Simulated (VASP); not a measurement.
Write the native input for VASP 6.6.1 that does the following.

| Quantity | Value |
| --- | --- |
| Task | single point |
| Functional | BLYP |
| Potentials or basis | VASP PAW PBE potentials, release 64 (Ti_sv) |
| Cutoff | 520 eV |
| k mesh | 20 × 20 × 11 |
| Occupations | fermi-dirac, width 0.1 eV |
| Spin | no spin polarisation |
| Dipole correction | no |
| Further INCAR settings | ALGO = Normal; EDIFF = 1e-06; NBANDS = 19 |

The structure of Ti lies in POSCAR:

```
Ti
1.0
    2.9218968506      0.0000000000      0.0000000000
   -1.4609484253      2.5304368998      0.0000000000
    0.0000000000      0.0000000000      4.6267461490
Ti
2
Direct
    0.3333333333      0.6666666667      0.2500000000
    0.6666666667      0.3333333333      0.7500000000
```

The input as run:

INCAR

```
SYSTEM = Ti
PREC     = Accurate       ! precision mode
ENCUT    = 520            ! plane-wave cutoff, eV
EDIFF    = 1E-6           ! SCF threshold, eV
ISMEAR   = -1             ! smearing method
SIGMA    = 0.1            ! smearing width, eV
LREAL    = .FALSE.        ! projectors in reciprocal space
LASPH    = .TRUE.         ! aspherical terms in the spheres
NELM     = 80             ! most SCF steps
ALGO     = Normal         ! electronic algorithm
ISIF     = 2              ! what is computed and relaxed
LWAVE    = .FALSE.        ! write WAVECAR
LCHARG   = .FALSE.        ! write CHGCAR
GGA      = B5             ! functional
ALDAX    = 1.0          
AGGAX    = 1.0          
AGGAC    = 1.0          
ALDAC    = 0.0          
NBANDS   = 19             ! bands
```

KPOINTS

```
regular mesh
0
G
  20 20 11
  0 0 0
```

Potentials or basis: VASP PAW PBE potentials, release 64 (Ti_sv).

The run is started by

```sh
$ cat potpaw_PBE.64/Ti_sv/POTCAR > POTCAR
$ mpirun -np 1 vasp_std > vasp.out
```

It gave:

```json
{
 "Pressure": "4.5 GPa",
 "Band gap on the k mesh": "zero (bands 12 and 13 overlap by 1.05 eV)"
}
```

Caveat: the cell stands under pressure; the PAW data sets were made with another functional, which shifts forces and pressure a little.

It took 110 s on 1 thread of AMD EPYC 9R45 96-Core Processor (Zen 5), with other jobs on the host, peak memory 0.23 GiB.
